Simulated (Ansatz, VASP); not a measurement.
# SiC in VASP and in Ansatz

Contents of POSCAR:

```
SiC
1.0
    2.1740000000     -2.1740000000      0.0000000000
    2.1740000000      0.0000000000     -2.1740000000
   12.6818116000      6.7030942000      6.7030942000
Si C
6 6
Direct
    0.6094034733      0.6094034733      0.0624666667
   -0.8211798600     -0.8211798600      0.8958000000
    0.1232868067      0.1232868067      0.2291333333
    0.1510534733      0.1510534733      0.5624666667
   -0.3628298600     -0.3628298600      0.3958000000
   -0.3350631933     -0.3350631933      0.7291333333
    0.2656409733      0.2656409733      0.4374666667
    0.7517576400      0.7517576400      0.2708000000
   -0.2204756933     -0.2204756933      0.6041333333
   -0.1927090267     -0.1927090267      0.9374666667
   -0.7065923600     -0.7065923600      0.7708000000
    0.2378743067      0.2378743067      0.1041333333
```

INCAR.step1

```
SYSTEM = SiC
PREC     = Accurate       ! precision mode
ENCUT    = 520            ! plane-wave cutoff, eV
ISMEAR   = 0              ! smearing method
SIGMA    = 0.05           ! smearing width, eV
LREAL    = .FALSE.        ! projectors in reciprocal space
LASPH    = .TRUE.         ! aspherical terms in the spheres
NELM     = 80             ! most SCF steps
NBANDS   = 36             ! bands
GGA      = PE             ! functional
ALGO     = Normal         ! electronic algorithm
EDIFF    = 1E-4           ! SCF threshold, eV
LWAVE    = .TRUE.         ! write WAVECAR
LCHARG   = .FALSE.        ! write CHGCAR
```

INCAR.step2

```
SYSTEM = SiC
PREC     = Accurate       ! precision mode
ENCUT    = 520            ! plane-wave cutoff, eV
EDIFF    = 1E-6           ! SCF threshold, eV
ISMEAR   = 0              ! smearing method
SIGMA    = 0.05           ! smearing width, eV
LREAL    = .FALSE.        ! projectors in reciprocal space
LASPH    = .TRUE.         ! aspherical terms in the spheres
NELM     = 80             ! most SCF steps
ALGO     = Normal         ! electronic algorithm
ISIF     = 2              ! what is computed and relaxed
LWAVE    = .FALSE.        ! write WAVECAR
LCHARG   = .TRUE.         ! write CHGCAR
METAGGA  = R2SCAN         ! meta-GGA
LMIXTAU  = .TRUE.       
LELF     = .TRUE.         ! ELF
LVHAR    = .TRUE.       
NBANDS   = 36             ! bands
ISTART   = 1
```

Contents of KPOINTS:

```
Automatic mesh
0
G
  10 10 2
  0 0 0
```

Input for Ansatz:

```yaml
crystal:
  lattice:
    - [2.174, -2.174, 0.0]
    - [2.174, 0.0, -2.174]
    - [12.6818116, 6.7030942, 6.7030942]
  atoms:
    - { symbol: Si, position: [0.6094034733, 0.6094034733, 0.0624666667] }
    - { symbol: Si, position: [-0.82117986, -0.82117986, 0.8958] }
    - { symbol: Si, position: [0.1232868067, 0.1232868067, 0.2291333333] }
    - { symbol: Si, position: [0.1510534733, 0.1510534733, 0.5624666667] }
    - { symbol: Si, position: [-0.36282986, -0.36282986, 0.3958] }
    - { symbol: Si, position: [-0.3350631933, -0.3350631933, 0.7291333333] }
    - { symbol: C, position: [0.2656409733, 0.2656409733, 0.4374666667] }
    - { symbol: C, position: [0.75175764, 0.75175764, 0.2708] }
    - { symbol: C, position: [-0.2204756933, -0.2204756933, 0.6041333333] }
    - { symbol: C, position: [-0.1927090267, -0.1927090267, 0.9374666667] }
    - { symbol: C, position: [-0.70659236, -0.70659236, 0.7708] }
    - { symbol: C, position: [0.2378743067, 0.2378743067, 0.1041333333] }
basis:
  ecutwfc: 500
kpoints:
  mp_grid: { grid: [10, 10, 2] }
hamiltonian:
  xc: r2scan
scf:
  occupations: { method: gaussian, width: 0.05 }
output:
  forces: true
  stress: true
  eigenvalues: true
```

Alike in both runs: task single point; functional r2SCAN; k mesh 10 × 10 × 2; occupations gaussian, width 0.05 eV; no spin polarisation.

|  | VASP | Ansatz |
| --- | --- | --- |
| version | VASP 6.6.1 | Ansatz 0.2.0 |
| potentials or method | VASP PAW PBE potentials, release 64 (Si, C), cutoff 520 eV | scalar-relativistic, plane waves, PAW |
| valence electrons in the cell | 48 | 48 |

Ansatz gave:

```
gap on the k mesh at the Fermi level (eV)                     : 1.37
least direct gap on the mesh (eV)                             : 2.35
pressure (GPa)                                                : 1.0
traceless stress, the component that is largest in VASP (GPa) : -2.88
rms of the force components (eV/Å)                            : 0.304
```

Which values does VASP return?

gap on the k mesh at the Fermi level (eV): 1.38; least direct gap on the mesh (eV): 2.36; pressure (GPa): 0.8; traceless stress, the component that is largest in VASP (GPa): -2.90; rms of the force components (eV/Å): 0.305.

VASP's potentials were made for PBE, not for r2SCAN. Atom by atom the forces differ by 0.002 eV/Å (rms over components).
